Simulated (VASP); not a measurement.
A run of VASP 6.6.1 is set up as follows.

File INCAR:

```
  ALGO = Fast
  EDIFF = 1E-7
  EDIFFG = -0.01
  ENCUT = 600
  GGA = PE
  IBRION = 2
  ISIF = 4
  ISMEAR = 0
  LASPH = True
  LCHARG = False
  LREAL = False
  LWAVE = False
  NELM = 100
  NSW = 50
  PREC = Accurate
  SIGMA = 0.1
```

KPOINTS

```
k-points
0
Gamma
  14 14 8
```

File POSCAR:

```
Mo3W
1.0
    3.2677585306      0.0000000000      0.0000000000
    0.0000000000      3.2677585306      0.0000000000
    0.0000000000      0.0000000000      6.5425652707
Mo W
3 1
Direct
    0.0000000000      0.0000000000      0.7501430065
    0.5000000000      0.5000000000      0.0000000000
    0.0000000000      0.0000000000      0.2498569935
    0.5000000000      0.5000000000      0.5000000000
```

Potentials or basis: VASP PAW PBE potentials, release 64 (Mo_sv, W_sv).

Command:

```sh
$ cat potpaw_PBE.64/Mo_sv/POTCAR potpaw_PBE.64/W_sv/POTCAR > POTCAR
$ mpirun -np 1 vasp_std > vasp.out
```

Question: Predict the band gap on the k mesh.

Answer: Zero (bands 28 and 29 overlap by 1.55 eV).

Final structure:
```
CELL_PARAMETERS angstrom
3.26776 0.00000 0.00000
0.00000 3.26776 0.00000
0.00000 0.00000 6.54256
ATOMIC_POSITIONS crystal
Mo 0.00000 0.00000 0.74985
Mo 0.50000 0.50000 0.00000
Mo 0.00000 0.00000 0.25015
W 0.50000 0.50000 0.50000
```

Caveat: spin-orbit coupling is left out, which moves the levels of the heavy elements.
